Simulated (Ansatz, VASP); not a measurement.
W: VASP beside Ansatz

```xyz
1
Lattice="-1.5772 1.5772 1.5772 1.5772 -1.5772 1.5772 1.5772 1.5772 -1.5772" Properties=species:S:1:pos:R:3 pbc="T T T"
W     0.0000    0.0000    0.0000
```

Alike in both runs: functional PBEsol; k mesh 18 × 18 × 18; occupations gaussian, width 0.1 eV; no spin polarisation.

Ansatz relaxed the structure, and its values are those at the end. VASP's run is a single point on that final structure, the one shown.

|  | VASP | Ansatz |
| --- | --- | --- |
| version | VASP 6.6.1 | Ansatz 0.2.0 |
| potentials or method | VASP PAW PBE potentials, release 64 (W_sv), cutoff 520 eV | scalar-relativistic, plane waves, PAW |
| valence electrons in the cell | 14 | 14 |

```tsv
	VASP	Ansatz	Ansatz less VASP
gap on the k mesh at the Fermi level (eV)	none	none	-
pressure (GPa)	0.7	0.0	-0.64
```

VASP's potentials were made for PBE, not for PBEsol. A gap of «none» marks a metal or a gap that the smearing closes.

Spin-orbit coupling is off throughout.
